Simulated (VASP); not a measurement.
Set up this calculation in VASP 6.6.1, as the native input.

```
Task                   : electric field gradients
Functional             : PBEsol
Potentials or basis    : VASP PAW PBE potentials, release 64 (Ge_d)
Cutoff                 : 520 eV
k mesh                 : 11 × 11 × 11
Occupations            : fermi-dirac, width 0.05 eV
Spin                   : no spin polarisation
Dipole correction      : no
Further INCAR settings : ALGO = Normal; EDIFF = 1e-08; NBANDS = 21
```

The structure of Ge lies in POSCAR:

```
Ge
1.0
    0.0000000000      2.8287700000      2.8287700000
    2.8287700000      0.0000000000      2.8287700000
    2.8287700000      2.8287700000      0.0000000000
Ge
2
Direct
    0.5000000000      0.5000000000      0.5000000000
    0.7500000000      0.7500000000      0.7500000000
```

These files were run (other wordings do the same):

INCAR

```
SYSTEM = Ge
PREC     = Accurate       ! precision mode
ENCUT    = 520            ! plane-wave cutoff, eV
EDIFF    = 1E-8           ! SCF threshold, eV
ISMEAR   = -1             ! smearing method
SIGMA    = 0.05           ! smearing width, eV
LREAL    = .FALSE.        ! projectors in reciprocal space
LASPH    = .TRUE.         ! aspherical terms in the spheres
NELM     = 60             ! most SCF steps
ALGO     = Normal         ! electronic algorithm
ISIF     = 2              ! what is computed and relaxed
LWAVE    = .FALSE.        ! write WAVECAR
LCHARG   = .FALSE.        ! write CHGCAR
GGA      = PS             ! functional
LEFG     = .TRUE.       
NBANDS   = 21             ! bands
```

KPOINTS

```
regular mesh
0
G
  11 11 11
  0 0 0
```

Potentials or basis: VASP PAW PBE potentials, release 64 (Ge_d).

Command:

```bash
$ cat potpaw_PBE.64/Ge_d/POTCAR > POTCAR
$ mpirun -np 1 vasp_std > vasp.out
```

Results of the run:

```json
{"Pressure": "0.6 GPa", "Band gap on the k mesh": "zero (filled and empty bands touch)", "Largest electric field gradient by atom": "zero within the noise of the run"}
```

Caveat: semilocal functionals underestimate gaps, so a narrow gap can read as zero; the PAW data sets were made with another functional, which shifts forces and pressure a little.

Run time: 52 s on 1 thread of Intel(R) Xeon(R) Platinum 8259CL CPU @ 2.50GHz (Skylake/Cascade Lake), with other jobs on the host, peak memory 0.18 GiB.
